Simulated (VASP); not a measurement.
# Hg (C2/c) in VASP: a series of runs, part 3 of 3

VASP 6.6.1.

## 5. Single point, BLYP (120.56 Å³/atom)

This run uses another cell than the first one, of 120.56 Å³/atom.

Input file INCAR:

```
PREC = Accurate
ENCUT = 520
EDIFF = 1E-6
ISMEAR = -1
SIGMA = 0.1
LREAL = F
LASPH = T
NELM = 100
ALGO = Normal
ISIF = 2
LWAVE = F
LCHARG = F
GGA = B5
ALDAX = 1.0
AGGAX = 1.0
AGGAC = 1.0
ALDAC = 0.0
NBANDS = 19
```

Input file KPOINTS:

```
regular mesh
0
Gamma
  8 8 5
```

Input file POSCAR:

```
Hg
1.0
   -4.8198337529      4.8241582148      2.5912499470
    4.8241582148     -4.8198337529      2.5912499470
    4.8221148664      4.8221148664     -2.5833296871
Hg
2
Direct
    0.0001584033      0.9998415967      1.0000000000
    0.7498415967      0.2501584033      0.5000000000
```

Potentials or basis: VASP PAW PBE potentials, release 64 (Hg).

Command:

```console
> cat potpaw_PBE.64/Hg/POTCAR > POTCAR
> mpirun -np 1 vasp_std > vasp.out
```

OUTCAR:

```text
PREC = Accurate
   ENCUT = 520
   EDIFF = 1E-6
   ISMEAR = -1
   LREAL = F
   LASPH = T
   NELM = 100
   ISIF = 2
   GGA = B5

 ion  position               nearest neighbor table
   1  0.000  1.000  0.000-
   2  0.750  0.250  0.500-

  LATTYP: Found a base centered monoclinic cell.
 ALAT       =     5.1825035025
 B/A-ratio  =     2.6316748710
 C/A-ratio  =     1.4071201978
 COS(beta)  =    -0.3531455372

  Lattice vectors:

 A1 = (  -4.8198337529,   4.8241582148,   2.5912499470)
 A2 = (   4.8241582148,  -4.8198337529,   2.5912499470)
 A3 = (   4.8221148664,   4.8221148664,  -2.5833296871)

Analysis of symmetry for initial positions (statically):
=====================================================================
 Subroutine PRICEL returns:
 Original cell was already a primitive cell.

 Routine SETGRP: Setting up the symmetry group for a
 base centered monoclinic supercell.

 Subroutine GETGRP returns: Found  4 space group operations
 (whereof  2 operations were pure point group operations)
 out of a pool of  4 trial point group operations.

The static configuration has the point symmetry C_2 .
 The point group associated with its full space group is C_2h.

Analysis of symmetry for dynamics (positions and initial velocities):
=====================================================================
 Subroutine PRICEL returns:
 Original cell was already a primitive cell.

 Routine SETGRP: Setting up the symmetry group for a
 base centered monoclinic supercell.

 Subroutine GETGRP returns: Found  4 space group operations
 (whereof  2 operations were pure point group operations)
 out of a pool of  4 trial point group operations.

The dynamic configuration has the point symmetry C_2 .
 The point group associated with its full space group is C_2h.

 Subroutine INISYM returns: Found  4 space group operations
 (whereof  2 operations are pure point group operations),
 and found     1 'primitive' translations

----------------------------------------------------------------------------------------

                                     Primitive cell

  volume of cell :     241.1170

  direct lattice vectors                    reciprocal lattice vectors
    -4.819833753  4.824158215  2.591249947    -0.000182838  0.103508663  0.192870852
     4.824158215 -4.819833753  2.591249947     0.103508663 -0.000182838  0.192870852
     4.822114866  4.822114866 -2.583329687     0.103642613  0.103642613 -0.000172966

  length of vectors
     7.295058339  7.295058339  7.292405354     0.218890937  0.218890937  0.146572891

  position of ions in fractional coordinates (direct lattice)
     0.000158403  0.999841597  1.000000000
     0.749841597  0.250158403  0.500000000

  ion indices of the primitive-cell ions
   primitive index   ion index
                 1           1
                 2           2

----------------------------------------------------------------------------------------

 KPOINTS: regular mesh

Automatic generation of k-mesh.
 Grid dimensions read from file:
 generate k-points for:    8    8    5

 Generating k-lattice:

  Cartesian coordinates                     Fractional coordinates (reciprocal lattice)
    -0.000022855  0.012938583  0.024108857     0.125000000  0.000000000  0.000000000
     0.012938583 -0.000022855  0.024108857     0.000000000  0.125000000  0.000000000
     0.020728523  0.020728523 -0.000034593    -0.000000000 -0.000000000  0.200000000

  Length of vectors
     0.027361367  0.027361367  0.029314578

  Shift w.r.t. Gamma in fractional coordinates (k-lattice)
     0.000000000  0.000000000  0.000000000

 Subroutine IBZKPT returns following result:
 ===========================================

 Found     93 irreducible k-points:

 Following reciprocal coordinates:
            Coordinates               Weight
  0.000000  0.000000  0.000000      1.000000
  0.125000  0.000000  0.000000      4.000000
  0.250000  0.000000  0.000000      4.000000
  0.375000  0.000000  0.000000      4.000000
  0.500000  0.000000  0.000000      2.000000
  0.125000  0.125000  0.000000      2.000000
[... 16 lines left out ...]
  0.125000  0.000000  0.200000      4.000000
  0.250000  0.000000  0.200000      4.000000
 [... further k-points ...]
   k-points           NKPTS =     93   k-points in BZ     NKDIM =     93   number of bands    NBANDS=     19
   number of dos      NEDOS =    301   number of ions     NIONS =      2
   total plane-waves  NPLWV = 157464
   dimension x,y,z NGX =    54 NGY =   54 NGZ =   54
   dimension x,y,z NGXF=   108 NGYF=  108 NGZF=  108
   ions per type =               2
   NGX,Y,Z   is equivalent  to a cutoff of  12.31, 12.31, 12.31 a.u.
   NGXF,Y,Z  is equivalent  to a cutoff of  24.61, 24.61, 24.62 a.u.
 SYSTEM =  unknown system
   PREC   = accura    normal or accurate (medium, high low for compatibility)
   ISTART =      0    job   : 0-new  1-cont  2-samecut
   ICHARG =      2    charge: 1-file 2-atom 10-const
   ISPIN  =      1    spin polarized calculation?
   LNONCOLLINEAR =      F non collinear calculations
   LSORBIT =      F    spin-orbit coupling
   LASPH  =      T    aspherical Exc in radial PAW
   ENCUT  =  520.0 eV  38.22 Ry    6.18 a.u.  13.56 13.56 13.56*2*pi/ulx,y,z
   NELM   =    100;   NELMIN=  2; NELMDL= -5     # of ELM steps
   EDIFF  = 0.1E-05   stopping-criterion for ELM
   LREAL  =      F    real-space projection
   EDIFFG = 0.1E-04   stopping-criterion for IOM
   NSW    =      0    number of steps for IOM
   IBRION =     -1    ionic relax: 0-MD 1-quasi-New 2-CG
   NFREE  =      0    steps in history (QN), initial steepest desc. (CG)
   ISIF   =      2    stress and relaxation
   ISYM   =      2    0-nonsym 1-usesym 2-fastsym
   POTIM  = 0.5000    time-step for ionic-motion
   TEBEG  =    0.0;   TEEND  =   0.0 temperature during run
   PSTRESS=    0.0 pullay stress
   NELECT =      24.0000    total number of electrons
   NUPDOWN=      -1.0000    fix difference up-down
   EMIN   =  10.00;   EMAX   =-10.00  energy-range for DOS
   EFERMI =   0.00;   METHOD = LEGACY
   ISMEAR =    -1;   SIGMA  =   0.10  broadening in eV -4-tet -1-fermi 0-gaus
   EFERMI_NEDOS =   21; number of points for ismear=-14 and -15
   IALGO  =     38    algorithm
   IMIX   =      4    mixing-type and parameters
     AMIX     =   0.40;   BMIX     =  1.00
     AMIX_MAG =   1.60;   BMIX_MAG =  1.00
  volume/ion in A,a.u.               =     120.56       813.57
  Fermi-wavevector in a.u.,A,eV,Ry     =   0.758699  1.433733  7.831835  0.575624
  Thomas-Fermi vector in A             =   1.857328
   LORBIT       =      0    0 simple, 1 ext, 2 COOP (PROOUT), +10 PAW based schemes
   GGA     = B5    functional components
   LHFCALC =     F    Hartree Fock is set to
   AEXX    =    0.0000 exact exchange contribution
   IVDW    =     0    specifies the selected vdW correction
   LEPSILON=     F    determine dielectric tensor
   LRPA    =     F    only Hartree local field effects (RPA)
 non-spin polarized calculation
  energy-cutoff  :      520.00
  volume of cell :      241.12
 maximum number of plane-waves:      6525
   NGX = 27   NGY = 27   NGZ = 27

 number of electron      24.0000005 magnetization

 Free energy of the ion-electron system (eV)
  ---------------------------------------------------
  ext. energy  EPLUGINS =         0.00000000
  ---------------------------------------------------
  free energy    TOTEN  =        -0.02057080 eV

  energy without entropy =       -0.02057080  energy(sigma->0) =       -0.02057080

 E-fermi :  -2.8804     XC(G=0):  -3.9107

 val. band max:       -5.0566175971   @ k =  -0.1250  -0.2500   0.2000
 cond. band min:      -0.8181638197   @ k =   0.5000   0.5000   0.4000
 fundamental gap:      4.2384537774
 Fermi energy:        -2.8803689944

 k-point     1 :       0.0000    0.0000    0.0000
  band No.  band energies     occupation
      1      -8.3844      2.00000
      2      -8.3744      2.00000
      3      -8.3694      2.00000
      4      -8.3668      2.00000
      5      -8.3492      2.00000
      6      -8.3492      2.00000
[... 11 lines left out ...]
     18       1.9643      0.00000
     19       2.5929      0.00000
[... 485 lines left out ...]
 k-point    24 :       0.2500    0.0000    0.2000
  band No.  band energies     occupation
      1      -8.3743      2.00000
      2      -8.3643      2.00000
      3      -8.3632      2.00000
      4      -8.3606      2.00000
      5      -8.3560      2.00000
      6      -8.3513      2.00000
[... 11 lines left out ...]
     18       1.7488      0.00000
     19       3.8614      0.00000

 [... further k-points ...]

------------------------ aborting loop because EDIFF is reached ----------------------------------------

  FORCE on cell =-STRESS in cart. coord.  units (eV):
  Direction    XX          YY          ZZ          XY          YZ          ZX
  --------------------------------------------------------------------------------------
  -------------------------------------------------------------------------------------
  Total        0.0313314      0.0313314      0.0384265     -0.0001778     -0.0000780     -0.0000780
  in kB        0.2081916      0.2081916      0.2553368     -0.0011813     -0.0005185     -0.0005186
  external PRESSURE =       0.2239066 kB  Pullay stress =       0.0000000 kB

 VOLUME and BASIS-vectors are now :
 -----------------------------------------------------------------------------
  energy-cutoff  :      520.00
  volume of cell :      241.12
      direct lattice vectors                 reciprocal lattice vectors
    -4.819833753  4.824158215  2.591249947    -0.000182838  0.103508663  0.192870852
     4.824158215 -4.819833753  2.591249947     0.103508663 -0.000182838  0.192870852
     4.822114866  4.822114866 -2.583329687     0.103642613  0.103642613 -0.000172966

 POSITION                                       TOTAL-FORCE (eV/Angst)
 -----------------------------------------------------------------------------------
      4.82263     -4.81831      2.59125         0.000025     -0.000025      0.000000
      0.00375      4.82269      1.29959        -0.000025      0.000025     -0.000000
 -----------------------------------------------------------------------------------
    total drift:                                0.000000     -0.000000      0.000000

  FREE ENERGIE OF THE ION-ELECTRON SYSTEM (eV)
  ---------------------------------------------------
  free  energy   TOTEN  =        -0.0205707969 eV

  energy  without entropy=       -0.0205707960  energy(sigma->0) =       -0.02057080
```

stdout:

```text
POSCAR found type information on POSCAR Hg
 POSCAR found :  1 types and       2 ions
 scaLAPACK will be used
 -----------------------------------------------------------------------------
|                                                                             |
|                                                                             |
|     You enforced a specific xc type in the INCAR file but a different       |
|     I HOPE YOU KNOW WHAT YOU ARE DOING!                                     |
|                                                                             |
 -----------------------------------------------------------------------------

 LDA part: xc-table for (Slater(with rela. corr.)+VWN5), standard interpolation
 POSCAR, INCAR and KPOINTS ok, starting setup
 FFT: planning ... GRIDC
 FFT: planning ... GRID_SOFT
 FFT: planning ... GRID
 WAVECAR not read
 entering main loop
```

Run time: 5.4 min. Hardware: 1 thread of Intel Xeon Platinum 8488C (Sapphire Rapids), shared host; peak memory 0.62 GiB.

Results:

```
Free energy            : -0.0206 eV
Pressure               : 0.0 GPa
Band gap on the k mesh : 4.24 eV (least direct gap 4.50 eV)
```

Levels at points of the mesh, in eV from the valence-band top:
| k point | band 9 | band 10 | band 11 | band 12 | band 13 | band 14 | band 15 | band 16 |
| --- | --- | --- | --- | --- | --- | --- | --- | --- |
| (0.00, 0.00, 0.00) | -3.28 | -3.27 | -0.83 | -0.10 | 4.87 | 4.87 | 6.90 | 6.90 |
| (0.50, 0.00, 0.00) | -3.28 | -3.27 | -0.36 | -0.09 | 4.43 | 4.95 | 5.13 | 6.00 |
| (0.50, 0.50, 0.00) | -3.28 | -3.28 | -0.49 | -0.48 | 5.25 | 5.26 | 5.60 | 5.60 |

Caveat: the atoms stand far beyond bonding distance; the PAW data sets were made with another functional, which shifts forces and pressure a little; spin-orbit coupling is left out, which moves the levels of the heavy elements. A k mesh can miss the band edges.

## 6. The runs side by side

```tsv
cell	gap on the mesh (eV)	pressure (GPa)
a = 7.399, b = 7.399, c = 7.397 Å, angles 97.2, 97.2, 138.4°, 2 atoms	4.31	0.0
a = 7.501, b = 7.501, c = 7.498 Å, angles 97.2, 97.2, 138.4°, 2 atoms	4.38	0.0
a = 7.188, b = 7.188, c = 7.185 Å, angles 97.2, 97.2, 138.4°, 2 atoms	4.16	0.0
a = 7.295, b = 7.295, c = 7.292 Å, angles 97.2, 97.2, 138.4°, 2 atoms	4.24	0.0
```

Alike in all rows: task single point; level BLYP; potentials or basis VASP PAW PBE potentials, release 64 (Hg); no spin polarisation; k mesh 8 × 8 × 5; cutoff (eV) 520; smearing fermi-dirac 0.1 eV.

Caveats: the atoms stand far beyond bonding distance; the PAW data sets were made with another functional, which shifts forces and pressure a little; spin-orbit coupling is left out, which moves the levels of the heavy elements.

Total energies depend on the potentials used, so only differences within one code and one set of settings carry meaning.
